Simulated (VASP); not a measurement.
## Ga2SbP3: relaxation of cell and atoms with PBEsol

Ga2SbP3:

```
CELL_PARAMETERS angstrom
3.01866 1.74283 4.83811
-3.01866 1.74283 4.83811
0.00000 -3.48565 4.83811
ATOMIC_POSITIONS crystal
Ga 0.62478 0.62478 0.62478
Ga 0.37522 0.37522 0.37522
Sb 0.00000 0.00000 0.00000
P 0.00000 0.50000 0.00000
P 0.50000 0.00000 0.00000
P 0.00000 0.00000 0.50000
```

| Property | Result |
| --- | --- |
| Program | VASP 6.6.1 |
| Task | relaxation of cell and atoms |
| Functional | PBEsol |
| Potentials or basis | VASP PAW PBE potentials, release 64 (Ga_d, Sb, P) |
| Cutoff | 600 eV |
| k mesh | 4 × 4 × 4 |
| Occupations | fermi-dirac, width 0.03 eV |
| Spin | no spin polarisation |
| Dipole correction | no |
| Further INCAR settings | ALGO = Normal; EDIFF = 1e-06; IBRION = 2; EDIFFG = -0.01; NSW = 100; ISIF = 3 |

```json
{
  "Relaxed volume": "18.68 Å³/atom",
  "Relaxed cell": "a = 5.670 Å, b = 5.670 Å, c = 5.670 Å, α = 54.40°, β = 54.40°, γ = 54.40°",
  "Space group after relaxing (to 0.1 Å)": "R-3m (No. 166)",
  "Energy gained by relaxing": "370.1 meV/atom",
  "Ionic steps": "18",
  "Pressure after relaxing": "0.0 GPa",
  "Largest force after relaxing": "0.004 eV/Å",
  "Band gap on the k mesh": "zero (bands 23 and 24 overlap by 1.62 eV)"
}
```

Forces on the atoms (eV/Å):
```
Ga   0.000  0.000  0.004
Ga   0.000  0.000 -0.004
Sb   0.000  0.000  0.000
P    0.000  0.000  0.000
P    0.000  0.000  0.000
P    0.000  0.000  0.000
```

Step by step:
```tsv
step	energy change (eV)	largest force (eV/Å)	pressure (GPa)	volume (Å³)
1	0.0000	0.0170	-10.37	152.72
2	-1.7719	0.1076	-3.36	119.10
3	-1.8740	0.1464	0.49	112.19
4	-2.0402	0.3936	1.19	110.06
5	-2.0403	0.3913	1.19	110.10
6	-2.0614	0.3846	-0.34	112.31
7	-2.0637	0.3812	-1.08	113.40
8	-2.0815	0.3669	-1.10	113.38
9	-2.1302	0.2990	-1.02	113.34
10	-2.1859	0.0231	-0.77	113.25
11	-2.2148	0.0143	0.18	111.71
12	-2.2176	0.0321	0.60	111.16
13	-2.2177	0.0356	0.70	111.08
14	-2.2202	0.0133	-0.12	112.21
15	-2.2207	0.0007	0.14	111.88
16	-2.2207	0.0001	0.05	111.91
17	-2.2207	0.0007	0.10	111.90
18	-2.2208	0.0038	-0.02	112.06
```

Final structure:
```yaml
crystal:
  lattice:
    - [2.59177, 1.49636, 4.81587]
    - [-2.59177, 1.49636, 4.81587]
    - [0.00000, -2.99272, 4.81587]
  atoms:
    - { symbol: Ga, position: [0.60112, 0.60112, 0.60112] }
    - { symbol: Ga, position: [0.39888, 0.39888, 0.39888] }
    - { symbol: Sb, position: [0.00000, 0.00000, 0.00000] }
    - { symbol: P, position: [0.00000, 0.50000, 0.00000] }
    - { symbol: P, position: [0.50000, 0.00000, 0.00000] }
    - { symbol: P, position: [0.00000, 0.00000, 0.50000] }
```

Levels at points of the mesh, in eV from the Fermi level:
| k point | band 21 | band 22 | band 23 | band 24 | band 25 | band 26 |
| --- | --- | --- | --- | --- | --- | --- |
| (0.00, 0.00, 0.00) | -2.83 | -2.12 | -0.73 | -0.21 | -0.21 | 3.03 |
| (0.50, 0.00, 0.00) | -1.61 | -1.53 | -1.10 | -0.87 | 1.68 | 2.80 |
| (0.50, 0.50, 0.00) | -1.44 | -1.08 | -0.84 | -0.82 | -0.04 | 1.16 |
| (0.50, 0.50, 0.50) | -1.53 | -0.95 | -0.89 | -0.89 | -0.39 | 2.23 |

It took 18 min on 1 thread of AMD EPYC 7R13 (shared host), peak memory 0.34 GiB.

Caveat: the volume moved by over 15 % at a fixed basis, so the end points are rough; the PAW data sets were made with another functional, which shifts forces and pressure a little; spin-orbit coupling is left out, which moves the levels of the heavy elements.
